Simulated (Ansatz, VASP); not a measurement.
## Li2ZrO2: VASP beside Ansatz

```
CELL_PARAMETERS angstrom
3.25064 0.00000 0.00000
-1.62532 2.81514 0.00000
0.00000 0.00000 5.36071
ATOMIC_POSITIONS crystal
Li 0.66667 0.33333 0.36859
Li 0.33333 0.66667 0.63141
Zr 0.00000 0.00000 0.00000
O 0.33333 0.66667 0.24722
O 0.66667 0.33333 0.75278
```

Change from the starting cell: species swapped into the Li2MnO2 type (P-3m1, No. 164).

Alike in both runs: task relaxation of cell and atoms; functional PBE; k mesh 6 × 6 × 4; occupations gaussian, width 0.1 eV; no spin polarisation.

```csv
,VASP,Ansatz
version,VASP 6.6.1,Ansatz 0.2.0
potentials or method,"VASP PAW PBE potentials, release 64 (Li_sv, Zr_sv, O), cutoff 600 eV","scalar-relativistic, plane waves, PAW"
valence electrons in the cell,30,30
```

|  | VASP | Ansatz | Ansatz less VASP |
| --- | --- | --- | --- |
| gap on the k mesh at the Fermi level, each at its own relaxed structure (eV) | none | none | - |
| relaxed volume (Å³/atom) | 9.67 | 9.69 | +0.020 |
| relaxed cell length with the largest relative difference (Å) | 5.891 | 5.922 | +0.0313 |

A gap of «none» marks a metal or a gap that the smearing closes.

The k mesh is coarse, so the values compare programs but aren't converged. Noted on VASP's run: the cutoff is short for stress, so the pressure is rough.
